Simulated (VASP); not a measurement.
Nb: single point with r2SCAN

Crystal: Nb.

```xyz
1
Lattice="0.0000 2.1477 2.1477 2.1477 0.0000 2.1477 2.1477 2.1477 0.0000" Properties=species:S:1:pos:R:3 pbc="T T T"
Nb    0.0000    0.0000    0.0000
```

This cell differs from its parent crystal: volume scaled by 1.06.

```
Program             : VASP 6.6.1
Task                : single point
Functional          : r2SCAN
Potentials or basis : VASP PAW PBE potentials, release 64 (Nb_sv)
Cutoff              : 520 eV
k mesh              : 18 × 18 × 18
Occupations         : gaussian, width 0.1 eV
Spin                : no spin polarisation
```

The pressure is -9.0 GPa.

Levels at points of the mesh, in eV from the Fermi level:
| k point | band 3 | band 4 | band 5 | band 6 | band 7 | band 8 | band 9 | band 10 |
| --- | --- | --- | --- | --- | --- | --- | --- | --- |
| (0.00, 0.00, 0.00) | -31.43 | -31.43 | -6.47 | 0.17 | 0.17 | 0.17 | 2.80 | 2.80 |
| (0.50, 0.00, 0.00) | -31.57 | -31.57 | -3.85 | 0.06 | 0.06 | 1.06 | 4.59 | 4.59 |
| (0.50, 0.50, 0.00) | -31.81 | -31.81 | -3.93 | -3.25 | 3.32 | 4.64 | 5.06 | 5.06 |

Wall time 41 s on 1 thread of Intel(R) Xeon(R) 6975P-C (Granite Rapids) (shared host), peak memory 0.18 GiB.

Caveat: the PAW data sets were made with another functional, which shifts forces and pressure a little.
